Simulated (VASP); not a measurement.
Here is a VASP 6.6.1 calculation.

The input INCAR:

```
PREC = Accurate
ENCUT = 520
EDIFF = 1E-6
ISMEAR = 0
SIGMA = 0.15
LREAL = False
LASPH = True
NELM = 60
ALGO = Normal
ISIF = 2
LWAVE = False
LCHARG = False
GGA = PE
NBANDS = 25
```

KPOINTS

```
regular mesh
0
Gamma
  16 16 10
```

The input POSCAR:

```
CuO
1.0
    2.0814198224     -2.0824189793      0.1629652982
    2.0814198224      2.0824189793      0.1629652982
   -0.4035322497      0.0000000000      5.1352739038
Cu O
2 2
Direct
    0.0000000000      0.5000000000      0.0000000000
    0.5000000000      0.0000000000      0.5000000000
    0.6039089954      0.3876484541      0.2064533146
    0.4999171503      0.5000828497      0.7500000000
```

Potentials or basis: VASP PAW PBE potentials, release 64 (Cu, O).

The run is started by

```bash
$ cat potpaw_PBE.64/Cu/POTCAR potpaw_PBE.64/O/POTCAR > POTCAR
$ mpirun -np 1 vasp_std > vasp.out
```

(1) Predict the pressure.

(2) Predict the band gap on the k mesh.

Answers

(1) 11.1 GPa.

(2) zero (bands 17 and 18 overlap by 0.62 eV).

Caveat: the cell differs from its parent crystal (atom 3 (O) moved by (-0.450, -0.225) A along y and z); the cell stands under pressure; semilocal functionals often make such compounds metallic where correlation or magnetic order opens a gap, which also shifts bond lengths; forces of over 1 eV/Å act on the atoms, so gaps and moduli don't describe the material at rest.
